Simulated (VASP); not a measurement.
RbCaH3, 5 atoms in the cell. The structure is cubic, space group Pm-3m (No. 221). Conventional cell: a = 4.547 Å, b = 4.547 Å, c = 4.547 Å, α = 90.00°, β = 90.00°, γ = 90.00°. Within 4.2 Å of Rb (site symmetry m-3m) lie 12 H at 3.22 Å and 8 Ca at 3.94 Å. Within 3.0 Å of Ca (site symmetry m-3m) lie 6 H at 2.27 Å. H (site symmetry 4/mmm) has 2 Ca at 2.27 Å within 3.0 Å. 

* Program: VASP 6.6.1
* Task: single point
* Functional: LDA
* Potentials or basis: VASP PAW LDA potentials, release 64 (Rb_sv, Ca_sv, H)
* Cutoff: 520 eV
* k mesh: 4 × 4 × 4
* Occupations: gaussian, width 0.01 eV
* Spin: no spin polarisation
* Dipole correction: no
* Further INCAR settings: ALGO = Normal; EDIFF = 1e-06; NBANDS = 19

Potentials or basis: VASP PAW LDA potentials, release 64 (Rb_sv, Ca_sv, H).

Launch:

```sh
$ cat potpaw_LDA.64/Rb_sv/POTCAR potpaw_LDA.64/Ca_sv/POTCAR potpaw_LDA.64/H/POTCAR > POTCAR
$ mpirun -np 1 vasp_std > vasp.out
```

Hardware: 1 thread of Intel(R) Xeon(R) Platinum 8259CL CPU @ 2.50GHz (Skylake/Cascade Lake), on a shared host.

Problem. How long does it take, and how much memory?

Solution. Wall time 13 s on 1 thread of Intel(R) Xeon(R) Platinum 8259CL CPU @ 2.50GHz (Skylake/Cascade Lake), on a shared host, peak memory 0.18 GiB. Counts: scf iterations 13, k points 10.
